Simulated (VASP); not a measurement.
Wanted: the native input for a VASP 6.6.1 run.

- Task: single point
- Functional: r2SCAN
- Potentials or basis: VASP PAW PBE potentials, release 64 (Cr_pv)
- Cutoff: 520 eV
- k mesh: 15 × 15 × 15
- Occupations: fermi-dirac, width 0.1 eV
- Spin: no spin polarisation
- Dipole correction: no
- Further INCAR settings: ALGO = Normal; EDIFF = 1e-06; NBANDS = 12

Crystal: Cr.

```xyz
1
Lattice="0.0000 1.7992 1.7992 1.7992 0.0000 1.7992 1.7992 1.7992 0.0000" Properties=species:S:1:pos:R:3 pbc="T T T"
Cr    0.0000    0.0000    0.0000
```

These files were run (other wordings do the same):

POSCAR

```
Cr
1.0
    0.0000000000      1.7991902402      1.7991902402
    1.7991902402      0.0000000000      1.7991902402
    1.7991902402      1.7991902402      0.0000000000
Cr
1
Direct
    0.0000000000      0.0000000000      0.0000000000
```

INCAR.step1

```
PREC = Accurate ; ENCUT = 520
ISMEAR = -1 ; SIGMA = 0.1
LREAL = False ; LASPH = True
NELM = 60 ; NBANDS = 12
GGA = PE ; ALGO = Normal
EDIFF = 1E-4 ; LWAVE = True
LCHARG = False
```

INCAR.step2

```
PREC = Accurate ; ENCUT = 520
EDIFF = 1E-6 ; ISMEAR = -1
SIGMA = 0.1 ; LREAL = False
LASPH = True ; NELM = 60
ALGO = Normal ; ISIF = 2
LWAVE = False ; LCHARG = False
METAGGA = R2SCAN ; LMIXTAU = True
NBANDS = 12 ; ISTART = 1
```

KPOINTS

```
regular mesh
0
Gamma
  15 15 15
```

Potentials or basis: VASP PAW PBE potentials, release 64 (Cr_pv).

Run with:

```console
$ cat potpaw_PBE.64/Cr_pv/POTCAR > POTCAR
$ cp INCAR.step1 INCAR
$ mpirun -np 1 vasp_std > vasp.out
$ cp INCAR.step2 INCAR
$ mpirun -np 1 vasp_std > vasp.out
```

It gave:

- Pressure: 0.8 GPa
- Band gap on the k mesh: zero (band 6 reaches 13.36 eV, above the bottom of band 7 at 10.07 eV)

Caveat: the PAW data sets were made with another functional, which shifts forces and pressure a little; the run has no spin polarisation, though such a crystal can be magnetic.

Wall time 2.1 min on 1 thread of Intel Xeon 8259CL (shared host), peak memory 0.14 GiB.
